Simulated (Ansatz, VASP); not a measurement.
# SbS5 in VASP and in Ansatz

File INCAR:

```
PREC = Accurate
ENCUT = 520
EDIFF = 1E-6
ISMEAR = 0
SIGMA = 0.1
LREAL = False
LASPH = True
NELM = 80
ALGO = Normal
ISIF = 2
LWAVE = False
LCHARG = True
GGA = PE
LELF = True
LVHAR = True
NBANDS = 26
```

KPOINTS

```
regular mesh
0
Gamma
  3 3 3
```

POSCAR

```
SbS5
1.0
    3.0120371100      1.7390004400      5.6722914900
   -3.0120371100      1.7390004400      5.6722914900
    0.0000000000     -3.4780008800      5.6722914900
Sb S
1 5
Direct
    0.5000000000      0.5000000000      0.5000000000
    0.6659068300      0.3340931700      0.0000000000
    0.1671338100      0.1671338100      0.1671338100
    0.0000000000      0.6659068300      0.3340931700
    0.3340931700      0.0000000000      0.6659068300
    0.8328661900      0.8328661900      0.8328661900
```

Input for Ansatz:

```yaml
crystal:
  lattice:
    - [3.01203711, 1.73900044, 5.67229149]
    - [-3.01203711, 1.73900044, 5.67229149]
    - [0.0, -3.47800088, 5.67229149]
  atoms:
    - { symbol: Sb, position: [0.5, 0.5, 0.5] }
    - { symbol: S, position: [0.66590683, 0.33409317, 0.0] }
    - { symbol: S, position: [0.16713381, 0.16713381, 0.16713381] }
    - { symbol: S, position: [0.0, 0.66590683, 0.33409317] }
    - { symbol: S, position: [0.33409317, 0.0, 0.66590683] }
    - { symbol: S, position: [0.83286619, 0.83286619, 0.83286619] }
basis:
  ecutwfc: 420
kpoints:
  mp_grid: { grid: [3, 3, 3] }
hamiltonian:
  xc: pbe
scf:
  occupations: { method: gaussian, width: 0.1 }
  lower_state_search: "off"
output:
  forces: true
  stress: true
  eigenvalues: true
```

Change from the starting cell: species swapped into the Mg5Sn type (R32, No. 155).

Alike in both runs: task single point; functional PBE; k mesh 3 × 3 × 3; occupations gaussian, width 0.1 eV; no spin polarisation.

```csv
,VASP,Ansatz
version,VASP 6.6.1,Ansatz 0.2.0
potentials or method,"VASP PAW PBE potentials, release 64 (Sb, S), cutoff 520 eV","scalar-relativistic, plane waves, PAW"
valence electrons in the cell,35,45
```

|  | VASP | Ansatz | Ansatz less VASP |
| --- | --- | --- | --- |
| gap on the k mesh at the Fermi level (eV) | none | none | - |
| pressure (GPa) | -12.1 | -12.0 | +0.06 |
| traceless stress, the component that is largest in VASP (GPa) | -1.40 | -1.39 | +0.009 |
| rms of the force components (eV/Å) | 0.096 | 0.096 | -0.0001 |

Atom by atom the forces differ by 0.000 eV/Å (rms over components). A gap of «none» marks a metal or a gap that the smearing closes. VASP's potentials hold 35 valence electrons a cell and Ansatz's 45, so a difference there can come from the potentials and not from the codes.

The k mesh is coarse, so the values compare programs but aren't converged. Spin-orbit coupling is off throughout.
